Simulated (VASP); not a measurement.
Set up this calculation in VASP 6.6.1, as the native input.

```
Task                   : single point
Functional             : PBE
Potentials or basis    : VASP PAW PBE potentials, release 64 (Ni_sv_GW, Si)
Cutoff                 : 690 eV
k mesh                 : 11 × 11 × 6
Occupations            : fermi-dirac, width 0.1 eV
Spin                   : no spin polarisation
Dipole correction      : no
Further INCAR settings : ALGO = Normal; EDIFF = 1e-06; NBANDS = 30
```

The structure of SiNi (NiAs type) lies in POSCAR:

```
SiNi
1.0
    2.2181833843      0.0000000000      0.0000000000
   -1.1090916921      1.9210031610      0.0000000000
    0.0000000000      0.0000000000      6.6443899929
Ni Si
2 2
Direct
    0.0000000000      0.0000000000      0.0000000000
    0.0000000000      0.0000000000      0.5000000000
    0.3333333333      0.6666666667      0.2500000000
    0.6666666667      0.3333333333      0.7500000000
```

The input as run:

INCAR

```
ALGO     = Normal         # electronic algorithm
EDIFF    = 1E-6           # SCF threshold, eV
ENCUT    = 690            # plane-wave cutoff, eV
GGA      = PE             # functional
GGA_COMPAT= False        
ISIF     = 2              # what is computed and relaxed
ISMEAR   = -1             # smearing method
LASPH    = True           # aspherical terms in the spheres
LCHARG   = False          # write CHGCAR
LREAL    = False          # projectors in reciprocal space
LWAVE    = False          # write WAVECAR
NBANDS   = 30             # bands
NELM     = 120            # most SCF steps
PREC     = Accurate       # precision mode
SIGMA    = 0.1            # smearing width, eV
```

KPOINTS

```
k-points
0
Gamma
  11 11 6
```

Potentials or basis: VASP PAW PBE potentials, release 64 (Ni_sv_GW, Si).

The run is started by

```console
$ cat potpaw_PBE.64/Ni_sv_GW/POTCAR potpaw_PBE.64/Si/POTCAR > POTCAR
$ mpirun -np 1 vasp_std > vasp.out
```

It gave:

- Pressure: 261.4 GPa
- Band gap on the k mesh: zero (bands 22 and 23 overlap by 0.21 eV)

Caveat: the cell stands under pressure.

Run time: 110 s on 1 thread of Intel(R) Xeon(R) Platinum 8259CL CPU @ 2.50GHz (Skylake/Cascade Lake), with other jobs on the host, peak memory 0.23 GiB.
